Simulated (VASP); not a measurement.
The system is InAs.

```
In As
1.0
     0.00000    2.99774    2.99774
     2.99774    0.00000    2.99774
     2.99774    2.99774    0.00000
In As
1 1
Direct
  0.00000 0.00000 0.00000
  0.75000 0.75000 0.75000
```

Base run:

```yaml
Program: VASP 6.6.1
Functional: PBEsol
Potentials_or_basis: VASP PAW PBE potentials, release 64 (In_d, As)
Cutoff: 520 eV
k_mesh: 8 × 8 × 8
Occupations: fermi-dirac, width 0.05 eV
Spin: no spin polarisation
```

Its results: band gap on the k mesh zero (filled and empty bands touch); pressure 2.9 GPa.

Task: The run is repeated on the same cell with these changes: functional from PBEsol to LDA; potentials or basis from VASP PAW PBE potentials, release 64 (In_d, As) to VASP PAW LDA potentials, release 64 (In_d, As). What comes out?

Result: Band gap on the k mesh zero (filled and empty bands touch); pressure 1.1 GPa.

Caveats: spin-orbit coupling is left out, which moves the levels of the heavy elements; the PAW data sets were made with another functional, which shifts forces and pressure a little (some runs).
